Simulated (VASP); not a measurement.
# Ba8Ti8O23 (a cell with a defect): single point with PBE+D3(BJ)

Ba8Ti8O23 (a cell with a defect):

```xyz
39
Lattice="7.9800 0.0000 0.0000 0.0000 5.6690 5.6820 0.0000 -5.6690 5.6820" Properties=species:S:1:pos:R:3 pbc="T T T"
Ba    0.0270    0.0343   -0.0168
Ba    0.0262   -2.8667    2.8855
Ba    0.0394    2.8685    2.8039
Ba    0.0299   -0.0378    5.7015
Ba    3.9259    0.0279   -0.0240
Ba    3.9385   -2.8710    2.8783
Ba    3.9246    2.8828    2.8153
Ba    3.9518   -0.0211    5.7222
Ti    2.0504    0.0357    2.9462
Ti    1.9360   -2.8478    5.7544
Ti    1.9095    2.8322    5.7554
Ti    1.9276   -0.0033    8.5991
Ti    6.0041   -0.1617    2.7309
Ti    5.9236   -2.8295    5.8117
Ti    5.9454    2.9192    5.8200
Ti    5.9311   -0.0250    8.6201
O    -0.1010    0.1053    2.8421
O     1.9963   -1.3778    4.1495
O     1.9942    1.4071    4.1738
O     0.0269   -2.8365    5.6100
O     1.9945   -4.2313    7.0089
O     2.0142   -1.4357    7.0140
O    -0.0198    2.7966    5.5528
O     2.0131    1.4600    7.0082
O     1.9929    4.2278    6.9940
O     0.0452    0.0101    8.4564
O     2.0136   -1.3827    9.8575
O     2.0143    1.4066    9.8610
O     4.0245    0.0966    2.8369
O     5.9688   -1.2505    4.2108
O     4.0355   -2.8367    5.6091
O     5.9702   -4.1939    7.1348
O     6.0068   -1.4387    7.0259
O     4.1047    2.7815    5.5353
O     6.0217    1.4316    6.9039
O     5.9782    4.2500    7.0772
O     4.0509    0.0085    8.4609
O     6.0178   -1.4818    9.8521
O     6.0121    1.3778    9.8572
```

```yaml
Program: VASP 6.6.1
Task: single point
Functional: PBE
Dispersion: D3(BJ)
Potentials_or_basis: VASP PAW PBE potentials, release 64 (Ba_sv, Ti_sv, O)
Cutoff: 520 eV
k_mesh: 2 × 2 × 2
Occupations: gaussian, width 0.02 eV
Spin: no spin polarisation
```

The largest force is 0.104 eV/Å and the dispersion energy per atom is -0.265 eV.

Forces on the atoms (eV/Å):
```
Ba  -0.036 -0.030  0.002
Ba  -0.032  0.034 -0.066
Ba  -0.024 -0.013 -0.007
Ba  -0.009  0.021 -0.041
Ba   0.057 -0.029 -0.004
Ba   0.056  0.029 -0.065
Ba   0.043 -0.020 -0.019
Ba   0.021  0.014 -0.048
Ti  -0.033 -0.014 -0.090
Ti   0.034 -0.003 -0.080
Ti   0.035  0.000 -0.069
Ti   0.035  0.016 -0.051
Ti  -0.037  0.096  0.008
Ti   0.036 -0.021 -0.078
Ti   0.046  0.007 -0.085
Ti   0.045  0.003 -0.067
O    0.033 -0.021  0.005
O    0.002 -0.035  0.048
O   -0.005  0.035  0.053
O   -0.030  0.000  0.020
O    0.003 -0.022  0.045
O   -0.005  0.031  0.038
O   -0.036  0.009  0.025
O   -0.007 -0.030  0.042
O    0.002  0.027  0.058
O   -0.038 -0.003  0.017
O   -0.013 -0.029  0.045
O   -0.013  0.017  0.043
O    0.024 -0.014  0.002
O   -0.002 -0.041  0.033
O   -0.034  0.001  0.019
O    0.001 -0.042  0.021
O   -0.003  0.035  0.045
O   -0.056  0.008  0.027
O   -0.004 -0.030  0.054
O    0.001 -0.006  0.008
O   -0.040  0.000  0.020
O   -0.007 -0.018  0.048
O   -0.007  0.035  0.043
```

Levels at points of the mesh, in eV from the Fermi level:
```tsv
k point	band 153	band 154	band 155	band 156	band 157	band 158	band 159	band 160
(0.00, 0.00, 0.00)	-0.26	-0.20	-0.19	-0.12	2.00	2.14	2.17	2.29
(0.50, 0.00, 0.00)	-0.60	-0.55	-0.52	-0.26	2.15	2.30	2.35	2.64
(0.00, 0.50, 0.00)	-0.64	-0.61	-0.17	-0.15	2.15	2.24	2.36	2.49
(0.00, 0.00, 0.50)	-0.62	-0.56	-0.54	-0.19	2.05	2.25	2.41	2.56
(0.50, 0.50, 0.00)	-0.69	-0.67	-0.58	-0.55	2.31	2.54	2.74	2.79
(0.50, 0.00, 0.50)	-0.67	-0.65	-0.60	-0.53	2.26	2.43	2.69	2.74
(0.00, 0.50, 0.50)	-0.69	-0.67	-0.59	-0.55	2.38	2.43	2.81	2.86
(0.50, 0.50, 0.50)	-0.74	-0.70	-0.66	-0.61	2.36	2.55	2.85	2.92
```

Run time: 96 s on 1 × NVIDIA H100 80GB with 1 thread of AMD EPYC 7R13 Processor (Zen 3), with other jobs on the host, peak memory 1.8 GiB.

Caveat: the cell carries a net charge on a neutralising background, which shifts energy and pressure; the cell is charged against a uniform background, so pressure and absolute levels hang on convention; spin-orbit coupling is left out, which moves the levels of the heavy elements.
